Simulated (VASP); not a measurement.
# PbSe (Fm-3m) in VASP: further runs

Runs on PbSe. Level: r2SCAN. Tasks: single point.

All numbers are computed with VASP 6.6.1; they aren't measurements. Logs are shortened: lines on timing, memory, paths and dates and some standing lists are left out, and cuts for length are marked.

### 1 The cell of the first run

It takes space group Fm-3m (No. 225, cubic). Conventional cell: a = 6.228 Å, b = 6.228 Å, c = 6.228 Å, α = 90.00°, β = 90.00°, γ = 90.00°. Within 4.1 Å of Pb (site symmetry m-3m) lie 6 Se at 3.11 Å. Within 4.1 Å of Se (site symmetry m-3m) lie 6 Pb at 3.11 Å.

### 2 Single point, r2SCAN

The input, POSCAR:

```
PbSe
1.0
    0.0000000000      3.1141219194      3.1141219194
    3.1141219194      0.0000000000      3.1141219194
    3.1141219194      3.1141219194      0.0000000000
Pb Se
1 1
Direct
    0.0000000000      0.0000000000      0.0000000000
    0.5000000000      0.5000000000      0.5000000000
```

The input, INCAR.step1:

```
SYSTEM = PbSe
PREC     = Accurate       ! precision mode
ENCUT    = 520            ! plane-wave cutoff, eV
ISMEAR   = 0              ! smearing method
SIGMA    = 0.01           ! smearing width, eV
LREAL    = .False.        ! projectors in reciprocal space
LASPH    = .True.         ! aspherical terms in the spheres
NELM     = 60             ! most SCF steps
NBANDS   = 17             ! bands
GGA      = PE             ! functional
ALGO     = Normal         ! electronic algorithm
EDIFF    = 1E-4           ! SCF threshold, eV
LWAVE    = .True.         ! write WAVECAR
LCHARG   = .False.        ! write CHGCAR
```

The input, INCAR.step2:

```
SYSTEM = PbSe
PREC     = Accurate       ! precision mode
ENCUT    = 520            ! plane-wave cutoff, eV
EDIFF    = 1E-6           ! SCF threshold, eV
ISMEAR   = 0              ! smearing method
SIGMA    = 0.01           ! smearing width, eV
LREAL    = .False.        ! projectors in reciprocal space
LASPH    = .True.         ! aspherical terms in the spheres
NELM     = 60             ! most SCF steps
ALGO     = Normal         ! electronic algorithm
ISIF     = 2              ! what is computed and relaxed
LWAVE    = .False.        ! write WAVECAR
LCHARG   = .False.        ! write CHGCAR
METAGGA  = R2SCAN         ! meta-GGA
LMIXTAU  = .True.       
NBANDS   = 17             ! bands
ISTART   = 1
```

The input, KPOINTS:

```
regular mesh
0
Gamma
  6 6 6
  0 0 0
```

Potentials or basis: VASP PAW PBE potentials, release 64 (Pb_d, Se).

Command:

```console
cat potpaw_PBE.64/Pb_d/POTCAR potpaw_PBE.64/Se/POTCAR > POTCAR
cp INCAR.step1 INCAR
mpirun -np 1 vasp_std > vasp.out
cp INCAR.step2 INCAR
mpirun -np 1 vasp_std > vasp.out
```

OUTCAR:

```text
SYSTEM = PbSe
   PREC = Accurate
   ENCUT = 520
   EDIFF = 1E-6
   ISMEAR = 0
   LREAL = .False.
   LASPH = .True.
   NELM = 60
   ISIF = 2
   METAGGA = R2SCAN
   ISTART = 1

 ion  position               nearest neighbor table
   1  0.000  0.000  0.000-   2 3.11   2 3.11   2 3.11   2 3.11   2 3.11   2 3.11
   2  0.500  0.500  0.500-   1 3.11   1 3.11   1 3.11   1 3.11   1 3.11   1 3.11

  LATTYP: Found a face centered cubic cell.
 ALAT       =     6.2282438388

  Lattice vectors:

 A1 = (   0.0000000000,   3.1141219194,   3.1141219194)
 A2 = (   3.1141219194,   0.0000000000,   3.1141219194)
 A3 = (   3.1141219194,   3.1141219194,   0.0000000000)

Analysis of symmetry for initial positions (statically):
=====================================================================
 Subroutine PRICEL returns:
 Original cell was already a primitive cell.

 Routine SETGRP: Setting up the symmetry group for a
 face centered cubic supercell.

 Subroutine GETGRP returns: Found 48 space group operations
 (whereof 48 operations were pure point group operations)
 out of a pool of 48 trial point group operations.

The static configuration has the point symmetry O_h .

Analysis of symmetry for dynamics (positions and initial velocities):
=====================================================================
 Subroutine PRICEL returns:
 Original cell was already a primitive cell.

 Routine SETGRP: Setting up the symmetry group for a
 face centered cubic supercell.

 Subroutine GETGRP returns: Found 48 space group operations
 (whereof 48 operations were pure point group operations)
 out of a pool of 48 trial point group operations.

The dynamic configuration has the point symmetry O_h .

 Subroutine INISYM returns: Found 48 space group operations
 (whereof 48 operations are pure point group operations),
 and found     1 'primitive' translations

----------------------------------------------------------------------------------------

                                     Primitive cell

  volume of cell :      60.4000

  direct lattice vectors                    reciprocal lattice vectors
     0.000000000  3.114121919  3.114121919    -0.160558903  0.160558903  0.160558903
     3.114121919  0.000000000  3.114121919     0.160558903 -0.160558903  0.160558903
     3.114121919  3.114121919  0.000000000     0.160558903  0.160558903 -0.160558903

  length of vectors
     4.404033453  4.404033453  4.404033453     0.278096178  0.278096178  0.278096178

  position of ions in fractional coordinates (direct lattice)
     0.000000000  0.000000000  0.000000000
     0.500000000  0.500000000  0.500000000

  ion indices of the primitive-cell ions
   primitive index   ion index
                 1           1
                 2           2

----------------------------------------------------------------------------------------

 KPOINTS: regular mesh

Automatic generation of k-mesh.
 Grid dimensions read from file:
 generate k-points for:    6    6    6

 Generating k-lattice:

  Cartesian coordinates                     Fractional coordinates (reciprocal lattice)
    -0.026759817  0.026759817  0.026759817     0.166666667  0.000000000  0.000000000
     0.026759817 -0.026759817  0.026759817     0.000000000  0.166666667  0.000000000
     0.026759817  0.026759817 -0.026759817     0.000000000  0.000000000  0.166666667

  Length of vectors
     0.046349363  0.046349363  0.046349363

  Shift w.r.t. Gamma in fractional coordinates (k-lattice)
     0.000000000  0.000000000  0.000000000

 Subroutine IBZKPT returns following result:
 ===========================================

 Found     16 irreducible k-points:

 Following reciprocal coordinates:
            Coordinates               Weight
  0.000000  0.000000  0.000000      1.000000
  0.166667  0.000000  0.000000      8.000000
  0.333333  0.000000  0.000000      8.000000
  0.500000  0.000000  0.000000      4.000000
  0.166667  0.166667  0.000000      6.000000
  0.333333  0.166667  0.000000     24.000000
[... 8 lines left out ...]
 -0.333333  0.333333  0.166667     24.000000
 -0.333333  0.500000  0.166667     12.000000
   k-points           NKPTS =     16   k-points in BZ     NKDIM =     16   number of bands    NBANDS=     17
   number of dos      NEDOS =    301   number of ions     NIONS =      2
   total plane-waves  NPLWV =  46656
   dimension x,y,z NGX =    36 NGY =   36 NGZ =   36
   dimension x,y,z NGXF=    72 NGYF=   72 NGZF=   72
   ions per type =               1   1
   NGX,Y,Z   is equivalent  to a cutoff of  13.59, 13.59, 13.59 a.u.
   NGXF,Y,Z  is equivalent  to a cutoff of  27.18, 27.18, 27.18 a.u.
 SYSTEM =  PbSe
   PREC   = accura    normal or accurate (medium, high low for compatibility)
   ISTART =      1    job   : 0-new  1-cont  2-samecut
   ICHARG =      0    charge: 1-file 2-atom 10-const
   ISPIN  =      1    spin polarized calculation?
   LNONCOLLINEAR =      F non collinear calculations
   LSORBIT =      F    spin-orbit coupling
   LASPH  =      T    aspherical Exc in radial PAW
   ENCUT  =  520.0 eV  38.22 Ry    6.18 a.u.   8.19  8.19  8.19*2*pi/ulx,y,z
   NELM   =     60;   NELMIN=  2; NELMDL=  0     # of ELM steps
   EDIFF  = 0.1E-05   stopping-criterion for ELM
   LREAL  =      F    real-space projection
   EDIFFG = 0.1E-04   stopping-criterion for IOM
   NSW    =      0    number of steps for IOM
   IBRION =     -1    ionic relax: 0-MD 1-quasi-New 2-CG
   NFREE  =      0    steps in history (QN), initial steepest desc. (CG)
   ISIF   =      2    stress and relaxation
   ISYM   =      2    0-nonsym 1-usesym 2-fastsym
   POTIM  = 0.5000    time-step for ionic-motion
   TEBEG  =    0.0;   TEEND  =   0.0 temperature during run
   PSTRESS=    0.0 pullay stress
   NELECT =      20.0000    total number of electrons
   NUPDOWN=      -1.0000    fix difference up-down
   EMIN   =  10.00;   EMAX   =-10.00  energy-range for DOS
   EFERMI =   0.00;   METHOD = LEGACY
   ISMEAR =     0;   SIGMA  =   0.01  broadening in eV -4-tet -1-fermi 0-gaus
   EFERMI_NEDOS =   21; number of points for ismear=-14 and -15
   IALGO  =     38    algorithm
   IMIX   =      4    mixing-type and parameters
     AMIX     =   0.40;   BMIX     =  1.00
     AMIX_MAG =   1.60;   BMIX_MAG =  1.00
  volume/ion in A,a.u.               =      30.20       203.80
  Fermi-wavevector in a.u.,A,eV,Ry     =   1.132590  2.140284 17.452997  1.282759
  Thomas-Fermi vector in A             =   2.269291
   LORBIT       =      0    0 simple, 1 ext, 2 COOP (PROOUT), +10 PAW based schemes
   METAGGA = R2SCAN    functional components
   LHFCALC =     F    Hartree Fock is set to
   AEXX    =    0.0000 exact exchange contribution
   IVDW    =     0    specifies the selected vdW correction
   LEPSILON=     F    determine dielectric tensor
   LRPA    =     F    only Hartree local field effects (RPA)
 non-spin polarized calculation
 Gauss-broadening in eV      SIGMA  =   0.01
  energy-cutoff  :      520.00
  volume of cell :       60.40
 maximum number of plane-waves:      1660
 NGX is ok and might be reduce to    36
   NGX = 17   NGY = 17   NGZ = 17

 number of electron      20.0000002 magnetization

 Free energy of the ion-electron system (eV)
  ---------------------------------------------------
  ext. energy  EPLUGINS =         0.00000000
  ---------------------------------------------------
  free energy    TOTEN  =       -71.93585443 eV

  energy without entropy =      -71.93585443  energy(sigma->0) =      -71.93585443

 E-fermi :   4.2814     XC(G=0):  -9.8133

 val. band max:        4.2380264763   @ k =   0.5000   0.0000   0.0000
 cond. band min:       4.9844315158   @ k =   0.5000   0.0000   0.0000
 fundamental gap:      0.7464050395
 Fermi energy:         4.2814163721

 k-point     1 :       0.0000    0.0000    0.0000
  band No.  band energies     occupation
      1     -13.1080      2.00000
      2     -13.1080      2.00000
      3     -13.1080      2.00000
      4     -13.1019      2.00000
      5     -13.1019      2.00000
      6      -9.4249      2.00000
[... 9 lines left out ...]
     16      11.3501      0.00000
     17      12.8910      0.00000

 k-point     2 :       0.1667    0.0000    0.0000
  band No.  band energies     occupation
      1     -13.1087      2.00000
      2     -13.1087      2.00000
      3     -13.1071      2.00000
      4     -13.0997      2.00000
      5     -13.0996      2.00000
      6      -9.2301      2.00000
[... 9 lines left out ...]
     16      11.9203      0.00000
     17      14.5341      0.00000

 k-point     3 :       0.3333    0.0000    0.0000
  band No.  band energies     occupation
      1     -13.1186      2.00000
      2     -13.1186      2.00000
      3     -13.1055      2.00000
      4     -13.0868      2.00000
      5     -13.0868      2.00000
      6      -8.7549      2.00000
[... 9 lines left out ...]
     16      13.3814      0.00000
     17      16.3921      0.00000

 k-point     4 :       0.5000    0.0000    0.0000
  band No.  band energies     occupation
      1     -13.1236      2.00000
      2     -13.1236      2.00000
      3     -13.1048      2.00000
      4     -13.0802      2.00000
      5     -13.0802      2.00000
      6      -8.4453      2.00000
[... 9 lines left out ...]
     16      14.9966      0.00000
     17      14.9966      0.00000

 k-point     5 :       0.1667    0.1667    0.0000
  band No.  band energies     occupation
      1     -13.1181      2.00000
      2     -13.1115      2.00000
      3     -13.0993      2.00000
      4     -13.0993      2.00000
      5     -13.0980      2.00000
      6      -9.1617      2.00000
[... 9 lines left out ...]
     16      12.9102      0.00000
     17      13.5705      0.00000

 k-point     6 :       0.3333    0.1667    0.0000
  band No.  band energies     occupation
      1     -13.1358      2.00000
      2     -13.1103      2.00000
      3     -13.1047      2.00000
      4     -13.0914      2.00000
      5     -13.0847      2.00000
      6      -8.7706      2.00000
[... 9 lines left out ...]
     16      14.2699      0.00000
     17      15.4831      0.00000
[... 121 lines left out ...]
 k-point    13 :       0.5000    0.5000    0.0000
  band No.  band energies     occupation
      1     -13.2080      2.00000
      2     -13.1221      2.00000
      3     -13.0865      2.00000
      4     -13.0719      2.00000
      5     -13.0719      2.00000
      6      -8.1232      2.00000
[... 9 lines left out ...]
     16      16.2980      0.00000
     17      17.4222      0.00000

 k-point    14 :       0.5000    0.3333    0.1667
  band No.  band energies     occupation
      1     -13.1560      2.00000
      2     -13.1079      2.00000
      3     -13.1054      2.00000
      4     -13.0845      2.00000
      5     -13.0816      2.00000
      6      -8.4010      2.00000
[... 9 lines left out ...]
     16      15.0431      0.00000
     17      15.3778      0.00000

 k-point    15 :      -0.3333    0.3333    0.1667
  band No.  band energies     occupation
      1     -13.1635      2.00000
      2     -13.1084      2.00000
      3     -13.0967      2.00000
      4     -13.0945      2.00000
      5     -13.0763      2.00000
      6      -8.1868      2.00000
[... 9 lines left out ...]
     16      16.1890      0.00000
     17      16.2962      0.00000

 k-point    16 :      -0.3333    0.5000    0.1667
  band No.  band energies     occupation
      1     -13.1866      2.00000
      2     -13.1100      2.00000
      3     -13.0976      2.00000
      4     -13.0849      2.00000
      5     -13.0718      2.00000
      6      -8.1023      2.00000
[... 9 lines left out ...]
     16      16.3802      0.00000
     17      17.4438      0.00000

------------------------ aborting loop because EDIFF is reached ----------------------------------------

  FORCE on cell =-STRESS in cart. coord.  units (eV):
  Direction    XX          YY          ZZ          XY          YZ          ZX
  --------------------------------------------------------------------------------------
  -------------------------------------------------------------------------------------
  Total       -0.4601312     -0.4601312     -0.4601312     -0.0000000      0.0000000      0.0000000
  in kB      -12.2054961    -12.2054961    -12.2054961     -0.0000000      0.0000000      0.0000000
  external PRESSURE =     -12.2054961 kB  Pullay stress =       0.0000000 kB

 VOLUME and BASIS-vectors are now :
 -----------------------------------------------------------------------------
  energy-cutoff  :      520.00
  volume of cell :       60.40
      direct lattice vectors                 reciprocal lattice vectors
     0.000000000  3.114121919  3.114121919    -0.160558903  0.160558903  0.160558903
     3.114121919  0.000000000  3.114121919     0.160558903 -0.160558903  0.160558903
     3.114121919  3.114121919  0.000000000     0.160558903  0.160558903 -0.160558903

 POSITION                                       TOTAL-FORCE (eV/Angst)
 -----------------------------------------------------------------------------------
      0.00000      0.00000      0.00000         0.000000      0.000000      0.000000
      3.11412      3.11412      3.11412        -0.000000     -0.000000     -0.000000
 -----------------------------------------------------------------------------------
    total drift:                                0.000000      0.000000      0.000000

  FREE ENERGIE OF THE ION-ELECTRON SYSTEM (eV)
  ---------------------------------------------------
  free  energy   TOTEN  =       -71.9358544282 eV

  energy  without entropy=      -71.9358544282  energy(sigma->0) =      -71.93585443
```

Run time: 1.7 min. Hardware: 1 thread of Intel Xeon 8259CL, shared host; peak memory 0.21 GiB.

Results:

```
Free energy            : -71.9359 eV
Pressure               : -1.2 GPa
Band gap on the k mesh : 0.75 eV
```

Caveat: the PAW data sets were made with another functional, which shifts forces and pressure a little; spin-orbit coupling is left out, which moves the levels of the heavy elements.

### 3 Single point, r2SCAN

This run uses another cell than the first one, of 30.96 Å³/atom.

The input, POSCAR:

```
PbSe
1.0
    0.0000000000      3.1401827287      3.1401827287
    3.1401827287      0.0000000000      3.1401827287
    3.1401827287      3.1401827287      0.0000000000
Pb Se
1 1
Direct
    0.0000000000      0.0000000000      0.0000000000
    0.5000000000      0.5000000000      0.5000000000
```

The input, INCAR.step1:

```
SYSTEM = PbSe
ALGO = Normal
EDIFF = 1E-4
ENCUT = 520
GGA = PE
ISMEAR = 0
LASPH = .True.
LCHARG = .False.
LREAL = .False.
LWAVE = .True.
NBANDS = 17
NELM = 80
PREC = Accurate
SIGMA = 0.01
```

The input, INCAR.step2:

```
SYSTEM = PbSe
ALGO = Normal
EDIFF = 1E-6
ENCUT = 520
ISIF = 2
ISMEAR = 0
ISTART = 1
LASPH = .True.
LCHARG = .False.
LMIXTAU = .True.
LREAL = .False.
LWAVE = .False.
METAGGA = R2SCAN
NBANDS = 17
NELM = 80
PREC = Accurate
SIGMA = 0.01
```

The input, KPOINTS:

```
k-points
0
Gamma
  6 6 6
  0 0 0
```

Potentials or basis: VASP PAW PBE potentials, release 64 (Pb_d, Se).

Command:

```console
cat potpaw_PBE.64/Pb_d/POTCAR potpaw_PBE.64/Se/POTCAR > POTCAR
cp INCAR.step1 INCAR
mpirun -np 1 vasp_std > vasp.out
cp INCAR.step2 INCAR
mpirun -np 1 vasp_std > vasp.out
```

Wall time 2 min (1 thread of Intel Xeon 8259CL, shared host); peak memory 0.21 GiB.

It converged, with:

```yaml
Free_energy: -71.9194 eV
Pressure: -2.3 GPa
Band_gap_on_the_k_mesh: 0.82 eV
```

Levels at points of the mesh, in eV from the valence-band top:
```tsv
k point	band 6	band 7	band 8	band 9	band 10	band 11	band 12	band 13	band 14	band 15
(0.00, 0.00, 0.00)	-13.44	-6.43	-1.61	-1.61	-1.61	4.92	4.92	4.92	7.18	7.18
(0.50, 0.00, 0.00)	-12.52	-8.58	-1.25	-1.25	0.00	0.82	2.14	2.14	9.03	10.54
(0.50, 0.50, 0.00)	-12.23	-7.37	-4.45	-2.84	-2.84	4.39	5.75	5.75	6.19	11.73
```

Caveat: the PAW data sets were made with another functional, which shifts forces and pressure a little; spin-orbit coupling is left out, which moves the levels of the heavy elements.
